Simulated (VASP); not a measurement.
Wanted: the native input for a VASP 6.6.1 run.

```yaml
Task: single point
Functional: PBEsol
Potentials_or_basis: VASP PAW PBE potentials, release 64 (Cd, Te)
Cutoff: 520 eV
k_mesh: 6 × 6 × 6
Occupations: gaussian, width 0.01 eV
Spin: no spin polarisation
Dipole_correction: no
Further_INCAR_settings: ALGO = Normal; EDIFF = 1e-06; NBANDS = 16
```

The structure of CdTe lies in POSCAR:

```
CdTe
1.0
    0.0000000000      3.1762540569      3.1762540569
    3.1762540569      0.0000000000      3.1762540569
    3.1762540569      3.1762540569      0.0000000000
Cd Te
1 1
Direct
    0.0000000000      0.0000000000      0.0000000000
    0.2500000000      0.2500000000      0.2500000000
```

One way to write it, as run:

INCAR

```
SYSTEM = CdTe
PREC = Accurate
ENCUT = 520
EDIFF = 1E-6
ISMEAR = 0
SIGMA = 0.01
LREAL = .False.
LASPH = .True.
NELM = 60
ALGO = Normal
ISIF = 2
LWAVE = .False.
LCHARG = .False.
GGA = PS
NBANDS = 16
```

KPOINTS

```
Automatic mesh
0
Gamma
  6 6 6
  0 0 0
```

Potentials or basis: VASP PAW PBE potentials, release 64 (Cd, Te).

Run with:

```bash
$ cat potpaw_PBE.64/Cd/POTCAR potpaw_PBE.64/Te/POTCAR > POTCAR
$ mpirun -np 1 vasp_std > vasp.out
```

Results of the run:

```yaml
Pressure: 3.3 GPa
Band_gap_on_the_k_mesh: 0.84 eV, direct
```

Caveat: the PAW data sets were made with another functional, which shifts forces and pressure a little; spin-orbit coupling is left out, which moves the levels of the heavy elements.

Wall time 10 s on 1 thread of Intel(R) Xeon(R) 6975P-C (Granite Rapids), on a shared host, peak memory 0.19 GiB.
